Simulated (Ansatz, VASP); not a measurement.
CuO2 in VASP and in Ansatz

```
Cu O
1.0
     3.51292    0.00000    0.00000
    -1.75646    3.04228    0.00000
     0.00000    0.00000    4.03075
Cu O
1 2
Direct
  0.00000 0.00000 0.00000
  0.33333 0.66667 0.00000
  0.66667 0.33333 0.00000
```

Alike in both runs: task relaxation of cell and atoms; functional PBE; k mesh 18 × 18 × 12; occupations gaussian, width 0.1 eV; no spin polarisation.

|  | VASP | Ansatz |
| --- | --- | --- |
| version | VASP 6.6.1 | Ansatz 0.2.0 |
| potentials or method | VASP PAW PBE potentials, release 64 (Cu, O), cutoff 600 eV | scalar-relativistic, plane waves, PAW |
| valence electrons in the cell | 23 | 31 |

VASP gave:

| Item | Value |
| --- | --- |
| gap on the k mesh at the Fermi level, each at its own relaxed structure (eV) | none |
| relaxed volume (Å³/atom) | 14.39 |
| relaxed length of the cell vector where the two differ most in proportion (Å) | 4.032 |

Estimate Ansatz's values.

gap on the k mesh at the Fermi level, each at its own relaxed structure (eV): none; relaxed volume (Å³/atom): 16.35; relaxed length of the cell vector where the two differ most in proportion (Å): 4.593.

A gap of «none» marks a metal or a gap that the smearing closes. One of these differences is far larger than is usual between the two programs; its cause wasn't traced. VASP's potentials hold 23 valence electrons a cell and Ansatz's 31, so a difference there can come from the potentials and not from the codes.
